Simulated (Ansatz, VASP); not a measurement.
One calculation of SrO, two programs

INCAR

```
ALGO = Normal ; EDIFF = 1E-6
ENCUT = 520 ; GGA = PE
ISIF = 2 ; ISMEAR = 0
LASPH = T ; LCHARG = F
LREAL = F ; LWAVE = F
NBANDS = 24 ; NELM = 100
PREC = Accurate ; SIGMA = 0.05
```

KPOINTS

```
k-points
0
Gamma
  9 9 4
```

The input POSCAR:

```
SrO
1.0
    3.5769478779      0.0000000000      0.0000000000
   -1.7884739390      3.0977277303      0.0000000000
    0.0000000000      0.0000000000      6.2426216355
Sr O
2 2
Direct
    0.3333333333      0.6666666667      0.2500000000
    0.6666666667      0.3333333333      0.7500000000
   -0.0429059686     -0.0460014606      0.0000000000
    0.0429059686      0.0460014606      0.5000000000
```

Input for Ansatz:

```yaml
crystal:
  lattice:
    - [3.5769478779, 0.0, 0.0]
    - [-1.788473939, 3.0977277303, 0.0]
    - [0.0, 0.0, 6.2426216355]
  atoms:
    - { symbol: Sr, position: [0.3333333333, 0.6666666667, 0.25] }
    - { symbol: Sr, position: [0.6666666667, 0.3333333333, 0.75] }
    - { symbol: O, position: [-0.0429059686, -0.0460014606, 0.0] }
    - { symbol: O, position: [0.0429059686, 0.0460014606, 0.5] }
basis:
  ecutwfc: 520.0
kpoints:
  mp_grid: { grid: [9, 9, 4] }
hamiltonian:
  xc: pbe
scf:
  occupations: { method: gaussian, width: 0.05 }
output:
  forces: true
  stress: true
  eigenvalues: true
```

Change from the starting cell: mode 6 frozen in at -0.071 Å and mode 7 at -0.142 Å (largest displacements).

Alike in both runs: task single point; functional PBE; k mesh 9 × 9 × 4; occupations gaussian, width 0.05 eV; no spin polarisation.

|  | VASP | Ansatz |
| --- | --- | --- |
| version | VASP 6.6.1 | Ansatz 0.2.0 |
| potentials or method | VASP PAW PBE potentials, release 64 (Sr_sv, O), cutoff 520 eV | scalar-relativistic, plane waves, PAW |
| valence electrons in the cell | 32 | 32 |

```tsv
	VASP	Ansatz	Ansatz less VASP
gap on the k mesh at the Fermi level (eV)	3.03	3.04	+0.004
least direct gap on the mesh (eV)	3.03	3.04	+0.004
pressure (GPa)	1.2	0.7	-0.53
traceless stress, the component that is largest in VASP (GPa)	0.12	0.12	+0.001
rms of the force components (eV/Å)	0.145	0.135	-0.0101
```

Atom by atom the forces differ by 0.010 eV/Å (rms over components).
